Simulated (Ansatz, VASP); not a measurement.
# Ir: VASP beside Ansatz

```xyz
2
Lattice="2.7493 0.0000 0.0000 -1.3747 2.3810 0.0000 0.0000 0.0000 4.4498" Properties=species:S:1:pos:R:3 pbc="T T T"
Ir    0.0000    1.5873    1.1124
Ir    1.3747    0.7937    3.3373
```

Alike in both runs: task relaxation of cell and atoms; functional PBE; k mesh 17 × 17 × 9; occupations fermi-dirac, width 0.05 eV; no spin polarisation.

```csv
,VASP,Ansatz
version,VASP 6.6.1,Ansatz 0.2.0
potentials or method,"VASP PAW PBE potentials, release 64 (Ir), cutoff 600 eV","all-electron LAPW, scalar-relativistic"
```

```tsv
	VASP	Ansatz	Ansatz less VASP
relaxed volume (Å³/atom)	14.59	14.56	-0.027
relaxed cell length with the largest relative difference (Å)	4.452	4.449	-0.0031
```

Ansatz ran all-electron here, and VASP with PAW potentials.

Neither program's run includes spin-orbit coupling.
